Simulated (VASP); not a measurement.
A run of VASP 6.6.1:

File INCAR:

```
SYSTEM = Ti
PREC     = Accurate       ! precision mode
ENCUT    = 520            ! plane-wave cutoff, eV
EDIFF    = 1E-7           ! SCF threshold, eV
ISMEAR   = -1             ! smearing method
SIGMA    = 0.1            ! smearing width, eV
LREAL    = .False.        ! projectors in reciprocal space
LASPH    = .True.         ! aspherical terms in the spheres
NELM     = 80             ! most SCF steps
ALGO     = Normal         ! electronic algorithm
ISIF     = 2              ! what is computed and relaxed
LWAVE    = .False.        ! write WAVECAR
LCHARG   = .False.        ! write CHGCAR
NBANDS   = 12             ! bands
```

The input KPOINTS:

```
regular mesh
0
Gamma
  13 13 13
  0 0 0
```

The input POSCAR:

```
Ti
1.0
    0.0000000000      2.0024352018      2.0024352018
    2.0024352018      0.0000000000      2.0024352018
    2.0024352018      2.0024352018      0.0000000000
Ti
1
Direct
    0.0000000000      0.0000000000      0.0000000000
```

Potentials or basis: VASP PAW LDA potentials, release 64 (Ti_sv).

Run with:

```sh
$ cat potpaw_LDA.64/Ti_sv/POTCAR > POTCAR
$ mpirun -np 1 vasp_std > vasp.out
```

Hardware: 1 thread of Intel(R) Xeon(R) 6975P-C (Granite Rapids), with other jobs on the host.

Task: Estimate the wall time of this run.

Result: Wall time 11 s on 1 thread of Intel(R) Xeon(R) 6975P-C (Granite Rapids), on a shared host, peak memory 0.13 GiB. Counts: scf iterations 13, k points 84.
